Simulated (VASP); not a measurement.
AlCo: single point with PBE

The system is AlCo.

```xyz
2
Lattice="2.8194 0.0000 0.0000 0.0000 2.8194 0.0000 0.0000 0.0000 2.8194" Properties=species:S:1:pos:R:3 pbc="T T T"
Al    0.0000    0.0000    0.0000
Co    1.4097    1.4097    1.4097
```

```json
{
 "Program": "VASP 6.6.1",
 "Task": "single point",
 "Functional": "PBE",
 "Potentials or basis": "VASP PAW PBE potentials, release 64 (Al, Co)",
 "Cutoff": "520 eV",
 "k mesh": "11 × 11 × 11",
 "Occupations": "methfessel-paxton, width 0.25 eV",
 "Spin": "collinear spin, ferromagnetic start",
 "Starting moments": "[0.0, 3.2] μB",
 "Dipole correction": "no",
 "Further INCAR settings": "ALGO = Normal; EDIFF = 1e-06; NBANDS = 17"
}
```

| Quantity | Value |
| --- | --- |
| Pressure | 6.6 GPa |
| Band gap on the k mesh | zero (filled and empty bands overlap) |
| Net moment | 0.00 μB per cell |
| Valence electrons inside the program's atomic spheres | Al 0.84; Co 8.51 |

Levels at points of the mesh, in eV from the Fermi level:
Spin up:
| k point | band 2 | band 3 | band 4 | band 5 | band 6 | band 7 | band 8 | band 9 | band 10 | band 11 |
| --- | --- | --- | --- | --- | --- | --- | --- | --- | --- | --- |
| (0.00, 0.00, 0.00) | -3.11 | -3.11 | -0.89 | -0.89 | -0.89 | 6.13 | 6.13 | 6.13 | 8.86 | 8.86 |
Spin down:
```
           k point  band 2  band 3  band 4  band 5  band 6  band 7  band 8  band 9  band 10  band 11
(0.00, 0.00, 0.00)   -3.11   -3.11   -0.89   -0.89   -0.89    6.13    6.13    6.13     8.86     8.86
```

Run time: 30 s on 1 thread of Intel Xeon 8259CL (shared host), peak memory 0.17 GiB.

Caveat: the starting moments collapsed, and a magnetic state may lie lower.
